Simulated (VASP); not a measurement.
# Si7Ge (P-42m) in VASP: a series of runs, part 2 of 2

VASP 6.6.1.

## (3) Single point, r2SCAN (strain -0.025 along x and y, +0.025 along z)

Contents of POSCAR:

```
Si7Ge
1.0
    5.3312692196      0.0000000000      0.0000000000
    0.0000000000      5.3312692196      0.0000000000
    0.0000000000      0.0000000000      5.6046676412
Si Ge
7 1
Direct
    0.2524307582      0.2524307582      0.2524307582
    0.0000000000      0.5000000000      0.5000000000
    0.5000000000      0.5000000000      0.0000000000
    0.5000000000      0.0000000000      0.5000000000
    0.7475692418      0.2524307582      0.7475692418
    0.7475692418      0.7475692418      0.2524307582
    0.2524307582      0.7475692418      0.7475692418
    0.0000000000      0.0000000000      0.0000000000
```

Contents of INCAR.step1:

```
SYSTEM = Si7Ge
PREC     = Accurate       ! precision mode
ENCUT    = 520            ! plane-wave cutoff, eV
ISMEAR   = 0              ! smearing method
SIGMA    = 0.05           ! smearing width, eV
LREAL    = .FALSE.        ! projectors in reciprocal space
LASPH    = .TRUE.         ! aspherical terms in the spheres
NELM     = 60             ! most SCF steps
NBANDS   = 31             ! bands
GGA      = PE             ! functional
ALGO     = Normal         ! electronic algorithm
EDIFF    = 1E-4           ! SCF threshold, eV
LWAVE    = .TRUE.         ! write WAVECAR
LCHARG   = .FALSE.        ! write CHGCAR
```

Contents of INCAR.step2:

```
SYSTEM = Si7Ge
PREC     = Accurate       ! precision mode
ENCUT    = 520            ! plane-wave cutoff, eV
EDIFF    = 1E-6           ! SCF threshold, eV
ISMEAR   = 0              ! smearing method
SIGMA    = 0.05           ! smearing width, eV
LREAL    = .FALSE.        ! projectors in reciprocal space
LASPH    = .TRUE.         ! aspherical terms in the spheres
NELM     = 60             ! most SCF steps
ALGO     = Normal         ! electronic algorithm
ISIF     = 2              ! what is computed and relaxed
LWAVE    = .FALSE.        ! write WAVECAR
LCHARG   = .TRUE.         ! write CHGCAR
METAGGA  = R2SCAN         ! meta-GGA
LMIXTAU  = .TRUE.       
LELF     = .TRUE.         ! ELF
LVHAR    = .TRUE.       
NBANDS   = 31             ! bands
ISTART   = 1
```

Contents of KPOINTS:

```
Automatic mesh
0
G
  6 6 6
  0 0 0
```

Potentials or basis: VASP PAW PBE potentials, release 64 (Si, Ge_d).

Command:

```
$ cat potpaw_PBE.64/Si/POTCAR potpaw_PBE.64/Ge_d/POTCAR > POTCAR
$ cp INCAR.step1 INCAR
$ mpirun -np 1 vasp_std > vasp.out
$ cp INCAR.step2 INCAR
$ mpirun -np 1 vasp_std > vasp.out
```

OUTCAR:

```text
SYSTEM = Si7Ge
   PREC = Accurate
   ENCUT = 520
   EDIFF = 1E-6
   ISMEAR = 0
   LREAL = .FALSE.
   LASPH = .TRUE.
   NELM = 60
   ISIF = 2
   METAGGA = R2SCAN
   ISTART = 1

 ion  position               nearest neighbor table
   1  0.252  0.252  0.252-   2 2.34   4 2.34   3 2.34   8 2.37
   2  0.000  0.500  0.500-   1 2.34   5 2.34   6 2.34   7 2.34
   3  0.500  0.500  0.000-   1 2.34   5 2.34   6 2.34   7 2.34
   4  0.500  0.000  0.500-   1 2.34   5 2.34   6 2.34   7 2.34
   5  0.748  0.252  0.748-   2 2.34   4 2.34   3 2.34   8 2.37
   6  0.748  0.748  0.252-   2 2.34   4 2.34   3 2.34   8 2.37
   7  0.252  0.748  0.748-   2 2.34   4 2.34   3 2.34   8 2.37
   8  0.000  0.000  0.000-   1 2.37   5 2.37   6 2.37   7 2.37

  LATTYP: Found a simple tetragonal cell.
 ALAT       =     5.3312692196
 C/A-ratio  =     1.0512820513

  Lattice vectors:

 A1 = (   5.3312692196,   0.0000000000,   0.0000000000)
 A2 = (   0.0000000000,   5.3312692196,   0.0000000000)
 A3 = (   0.0000000000,   0.0000000000,   5.6046676412)

Analysis of symmetry for initial positions (statically):
=====================================================================
 Subroutine PRICEL returns:
 Original cell was already a primitive cell.

 Routine SETGRP: Setting up the symmetry group for a
 simple tetragonal supercell.

 Subroutine GETGRP returns: Found  8 space group operations
 (whereof  8 operations were pure point group operations)
 out of a pool of 16 trial point group operations.

The static configuration has the point symmetry D_2d.

Analysis of symmetry for dynamics (positions and initial velocities):
=====================================================================
 Subroutine PRICEL returns:
 Original cell was already a primitive cell.

 Routine SETGRP: Setting up the symmetry group for a
 simple tetragonal supercell.

 Subroutine GETGRP returns: Found  8 space group operations
 (whereof  8 operations were pure point group operations)
 out of a pool of 16 trial point group operations.

The dynamic configuration has the point symmetry D_2d.

 Subroutine INISYM returns: Found  8 space group operations
 (whereof  8 operations are pure point group operations),
 and found     1 'primitive' translations

----------------------------------------------------------------------------------------

                                     Primitive cell

  volume of cell :     159.2983

  direct lattice vectors                    reciprocal lattice vectors
     5.331269220  0.000000000  0.000000000     0.187572595  0.000000000  0.000000000
     0.000000000  5.331269220  0.000000000     0.000000000  0.187572595  0.000000000
     0.000000000  0.000000000  5.604667641     0.000000000  0.000000000  0.178422712

  length of vectors
     5.331269220  5.331269220  5.604667641     0.187572595  0.187572595  0.178422712

  position of ions in fractional coordinates (direct lattice)
     0.252430758  0.252430758  0.252430758
     0.000000000  0.500000000  0.500000000
     0.500000000  0.500000000  0.000000000
     0.500000000  0.000000000  0.500000000
     0.747569242  0.252430758  0.747569242
     0.747569242  0.747569242  0.252430758
[... 44 lines left out ...]
  0.333333  0.000000  0.000000      4.000000
  0.500000  0.000000  0.000000      2.000000
  0.166667  0.166667  0.000000      4.000000
  0.333333  0.166667  0.000000      8.000000
[... 16 lines left out ...]
  0.333333  0.000000  0.333333      8.000000
  0.500000  0.000000  0.333333      4.000000
 [... further k-points ...]
   k-points           NKPTS =     40   k-points in BZ     NKDIM =     40   number of bands    NBANDS=     31
   number of dos      NEDOS =    301   number of ions     NIONS =      8
   total plane-waves  NPLWV =  67200
   dimension x,y,z NGX =    40 NGY =   40 NGZ =   42
   dimension x,y,z NGXF=    80 NGYF=   80 NGZF=   84
   ions per type =               7   1
   NGX,Y,Z   is equivalent  to a cutoff of  12.47, 12.47, 12.46 a.u.
   NGXF,Y,Z  is equivalent  to a cutoff of  24.95, 24.95, 24.92 a.u.
 SYSTEM =  Si7Ge
   PREC   = accura    normal or accurate (medium, high low for compatibility)
   ISTART =      1    job   : 0-new  1-cont  2-samecut
   ICHARG =      0    charge: 1-file 2-atom 10-const
   ISPIN  =      1    spin polarized calculation?
   LNONCOLLINEAR =      F non collinear calculations
   LSORBIT =      F    spin-orbit coupling
   LASPH  =      T    aspherical Exc in radial PAW
   ENCUT  =  520.0 eV  38.22 Ry    6.18 a.u.   9.91  9.91 10.42*2*pi/ulx,y,z
   NELM   =     60;   NELMIN=  2; NELMDL=  0     # of ELM steps
   EDIFF  = 0.1E-05   stopping-criterion for ELM
   LREAL  =      F    real-space projection
   EDIFFG = 0.1E-04   stopping-criterion for IOM
   NSW    =      0    number of steps for IOM
   IBRION =     -1    ionic relax: 0-MD 1-quasi-New 2-CG
   NFREE  =      0    steps in history (QN), initial steepest desc. (CG)
   ISIF   =      2    stress and relaxation
   ISYM   =      2    0-nonsym 1-usesym 2-fastsym
   POTIM  = 0.5000    time-step for ionic-motion
   TEBEG  =    0.0;   TEEND  =   0.0 temperature during run
   PSTRESS=    0.0 pullay stress
   NELECT =      42.0000    total number of electrons
   NUPDOWN=      -1.0000    fix difference up-down
   EMIN   =  10.00;   EMAX   =-10.00  energy-range for DOS
   EFERMI =   0.00;   METHOD = LEGACY
   ISMEAR =     0;   SIGMA  =   0.05  broadening in eV -4-tet -1-fermi 0-gaus
   EFERMI_NEDOS =   21; number of points for ismear=-14 and -15
   IALGO  =     38    algorithm
   IMIX   =      4    mixing-type and parameters
     AMIX     =   0.40;   BMIX     =  1.00
     AMIX_MAG =   1.60;   BMIX_MAG =  1.00
  volume/ion in A,a.u.               =      19.91       134.37
  Fermi-wavevector in a.u.,A,eV,Ry     =   1.049754  1.983748 14.993397  1.101984
  Thomas-Fermi vector in A             =   2.184730
   LORBIT       =      0    0 simple, 1 ext, 2 COOP (PROOUT), +10 PAW based schemes
   METAGGA = R2SCAN    functional components
   LHFCALC =     F    Hartree Fock is set to
   AEXX    =    0.0000 exact exchange contribution
   IVDW    =     0    specifies the selected vdW correction
   LEPSILON=     F    determine dielectric tensor
   LRPA    =     F    only Hartree local field effects (RPA)
 non-spin polarized calculation
 Gauss-broadening in eV      SIGMA  =   0.05
  energy-cutoff  :      520.00
  volume of cell :      159.30
 maximum number of plane-waves:      4314
 NGX is ok and might be reduce to    40
   NGX = 19   NGY = 19   NGZ = 21

 number of electron      41.9999983 magnetization

 Free energy of the ion-electron system (eV)
  ---------------------------------------------------
  ext. energy  EPLUGINS =         0.00000000
  ---------------------------------------------------
  free energy    TOTEN  =       -75.14063402 eV

  energy without entropy =      -75.14063402  energy(sigma->0) =      -75.14063402

 E-fermi :   6.1404     XC(G=0): -10.0839

 val. band max:        5.9586737037   @ k =   0.0000   0.0000   0.0000
 cond. band min:       6.3175073066   @ k =   0.0000   0.0000   0.0000
 fundamental gap:      0.3588336029
 Fermi energy:         6.1404394878

 k-point     1 :       0.0000    0.0000    0.0000
  band No.  band energies     occupation
      1     -18.9878      2.00000
      2     -18.9878      2.00000
      3     -18.9878      2.00000
      4     -18.9570      2.00000
      5     -18.9528      2.00000
      6      -6.9655      2.00000
[... 805 lines left out ...]
     30      11.2556      0.00000
     31      11.4042      0.00000

 [... further k-points ...]

------------------------ aborting loop because EDIFF is reached ----------------------------------------

  FORCE on cell =-STRESS in cart. coord.  units (eV):
  Direction    XX          YY          ZZ          XY          YZ          ZX
  --------------------------------------------------------------------------------------
  -------------------------------------------------------------------------------------
  Total        4.2102708      4.2102708     -1.4404881      0.0000000     -0.0000000      0.0000000
  in kB       42.3457195     42.3457195    -14.4880242      0.0000000     -0.0000000      0.0000000
  external PRESSURE =      23.4011383 kB  Pullay stress =       0.0000000 kB

 VOLUME and BASIS-vectors are now :
 -----------------------------------------------------------------------------
  energy-cutoff  :      520.00
  volume of cell :      159.30
      direct lattice vectors                 reciprocal lattice vectors
     5.331269220  0.000000000  0.000000000     0.187572595  0.000000000  0.000000000
     0.000000000  5.331269220  0.000000000     0.000000000  0.187572595  0.000000000
     0.000000000  0.000000000  5.604667641     0.000000000  0.000000000  0.178422712

 POSITION                                       TOTAL-FORCE (eV/Angst)
 -----------------------------------------------------------------------------------
      1.34578      1.34578      1.41479         0.019028      0.019028     -0.001200
      0.00000      2.66563      2.80233         0.000000      0.000000      0.000000
      2.66563      2.66563      0.00000         0.000000      0.000000      0.000000
      2.66563      0.00000      2.80233         0.000000      0.000000     -0.000000
      3.98549      1.34578      4.18988        -0.019028      0.019028      0.001200
      3.98549      3.98549      1.41479        -0.019028     -0.019028     -0.001200
      1.34578      3.98549      4.18988         0.019028     -0.019028      0.001200
      0.00000      0.00000      0.00000         0.000000      0.000000      0.000000
 -----------------------------------------------------------------------------------
    total drift:                               -0.000000     -0.000000     -0.000000

  FREE ENERGIE OF THE ION-ELECTRON SYSTEM (eV)
  ---------------------------------------------------
  free  energy   TOTEN  =       -75.1406340211 eV

  energy  without entropy=      -75.1406340201  energy(sigma->0) =      -75.14063402
```

Wall time 8.7 min (1 thread of Intel Xeon 8259CL, shared host); peak memory 0.37 GiB.

What came out:

```yaml
Free_energy: -75.1406 eV
Pressure: 2.3 GPa
Largest_force: 0.027 eV/Å
Band_gap_on_the_k_mesh: 0.36 eV
```

Forces on the atoms (eV/Å):
```
Si   0.019  0.019 -0.001
Si   0.000  0.000  0.000
Si   0.000  0.000  0.000
Si   0.000  0.000  0.000
Si  -0.019  0.019  0.001
Si  -0.019 -0.019 -0.001
Si   0.019 -0.019  0.001
Ge   0.000  0.000  0.000
```

Caveat: the cell differs from its parent crystal (strain -0.025 along x and y, +0.025 along z); the stress differs along the axes, from -1 to 4 GPa; semilocal functionals underestimate gaps, and a narrow one can read as zero; the PAW data sets were made with another functional, which shifts forces and pressure a little. A k mesh can miss the band edges.
